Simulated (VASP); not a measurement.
Set up this calculation in VASP 6.6.1, as the native input.

```
Task                   : single point
Functional             : PBE
Potentials or basis    : VASP PAW PBE potentials, release 64 (In_d)
Cutoff                 : 500 eV
k mesh                 : 15 × 15 × 14
Occupations            : fermi-dirac, width 0.08 eV
Spin                   : no spin polarisation
Dipole correction      : no
Further INCAR settings : ALGO = Normal; EDIFF = 1e-06; NBANDS = 12
```

The structure of In lies in POSCAR:

```
In
1.0
    2.9955486234      0.0000000000      0.0000000000
   -1.4977743117      2.5942212061      0.0000000000
    0.0000000000      0.0000000000      2.8412475612
In
1
Direct
    0.0000000000      0.0000000000      0.0000000000
```

One way to write it, as run:

INCAR

```
  PREC = Accurate
  ENCUT = 500
  EDIFF = 1E-6
  ISMEAR = -1
  SIGMA = 0.08
  LREAL = F
  LASPH = T
  NELM = 120
  ALGO = Normal
  ISIF = 2
  LWAVE = F
  LCHARG = F
  GGA = PE
  NBANDS = 12
  GGA_COMPAT = F
```

KPOINTS

```
Automatic mesh
0
Gamma
  15 15 14
```

Potentials or basis: VASP PAW PBE potentials, release 64 (In_d).

The run is started by

```sh
$ cat potpaw_PBE.64/In_d/POTCAR > POTCAR
$ mpirun -np 1 vasp_std > vasp.out
```

It gave:

```
Pressure : 16.0 GPa
```

It took 73 s on 1 thread of Intel Xeon 8259CL, with other jobs on the host, peak memory 0.17 GiB.
